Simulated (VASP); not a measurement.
Input of a VASP 6.6.1 run:

The input INCAR:

```
SYSTEM = PbSe
PREC = Accurate ; ENCUT = 520
EDIFF = 1E-8 ; ISMEAR = -1
SIGMA = 0.05 ; LREAL = .False.
LASPH = .True. ; NELM = 60
ALGO = Normal ; ISIF = 2
LWAVE = .False. ; LCHARG = .False.
IBRION = 8 ; NSW = 1
```

The input KPOINTS:

```
regular mesh
0
Gamma
  6 6 6
  0 0 0
```

Contents of POSCAR:

```
PbSe
1.0
    0.0000000000      3.0606500000      3.0606500000
    3.0606500000      0.0000000000      3.0606500000
    3.0606500000      3.0606500000      0.0000000000
Pb Se
1 1
Direct
    0.0000000000      0.0000000000      0.0000000000
    0.5000000000      0.5000000000      0.5000000000
```

Potentials or basis: VASP PAW LDA potentials, release 64 (Pb_d, Se).

Run with:

```console
$ cat potpaw_LDA.64/Pb_d/POTCAR potpaw_LDA.64/Se/POTCAR > POTCAR
$ mpirun -np 1 vasp_std > vasp.out
```

**Question.** Estimate the highest phonon frequency at Γ, LO-TO splitting left out.

**Answer.** 0 cm⁻¹.

**Question.** What does it give for the most unstable mode?

**Answer.** 31i cm⁻¹.

Phonon frequencies in cm⁻¹ (negative: imaginary):
| q point | frequencies |
| --- | --- |
| (0.000, 0.000, 0.000) | -31 -31 -31 0 0 0 |

Caveat: the cell wasn't relaxed at this level first, which shifts response properties; some modes are imaginary.
